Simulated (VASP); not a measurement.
Wanted: the native input for a VASP 6.6.1 run.

```
Task                   : relaxation of cell and atoms
Functional             : PBE
Potentials or basis    : VASP PAW PBE potentials, release 64 (Rb_sv, Si)
Cutoff                 : 600 eV
k mesh                 : 10 × 10 × 10
Occupations            : gaussian, width 0.1 eV
Spin                   : no spin polarisation
Dipole correction      : no
Further INCAR settings : ALGO = Normal; EDIFF = 1e-06; IBRION = 2; EDIFFG = -0.01; NSW = 100; ISIF = 3
```

The structure of RbSi2 lies in POSCAR:

```
RbSi2
1.0
   -3.0032383376      3.0032383376      4.0041757372
    3.0032383376     -3.0032383376      4.0041757372
    3.0032383376      3.0032383376     -4.0041757372
Rb Si
2 4
Direct
    0.5885859286      0.5885859286      0.0000000000
    0.3385859286      0.8385859286      0.5000000000
    0.3865813210      0.1849032189      0.2016781021
    0.9832251168      0.1849032189      0.7983218979
    0.9349032189      0.6365813210      0.7016781021
    0.9349032189      0.2332251168      0.2983218979
```

The cell was generated, and may not be a known phase.

One way to write it, as run:

INCAR

```
ALGO = Normal ; EDIFF = 1E-6
EDIFFG = -0.01 ; ENCUT = 600
GGA = PE ; IBRION = 2
ISIF = 3 ; ISMEAR = 0
LASPH = T ; LCHARG = F
LREAL = F ; LWAVE = F
NELM = 80 ; NSW = 100
PREC = Accurate ; SIGMA = 0.1
```

KPOINTS

```
k-points
0
Gamma
  10 10 10
```

Potentials or basis: VASP PAW PBE potentials, release 64 (Rb_sv, Si).

Run with:

```bash
$ cat potpaw_PBE.64/Rb_sv/POTCAR potpaw_PBE.64/Si/POTCAR > POTCAR
$ mpirun -np 1 vasp_std > vasp.out
```

Results of the run:

```yaml
Relaxed_volume: 23.94 Å³/atom
Relaxed_cell: a = 5.825 Å, b = 5.825 Å, c = 5.825 Å, α = 118.00°, β = 118.00°, γ = 93.50°
Space_group_after_relaxing_to_0.1_Å: I4_1md (No. 109)
Energy_gained_by_relaxing: 0.2 meV/atom
Ionic_steps: 6
Pressure_after_relaxing: 0.0 GPa
Largest_force_after_relaxing: 0.006 eV/Å
Band_gap_on_the_k_mesh: zero (bands 17 and 18 overlap by 1.88 eV)
```

Wall time 34 min on 1 thread of Intel Xeon 8259CL, with other jobs on the host, peak memory 0.57 GiB.
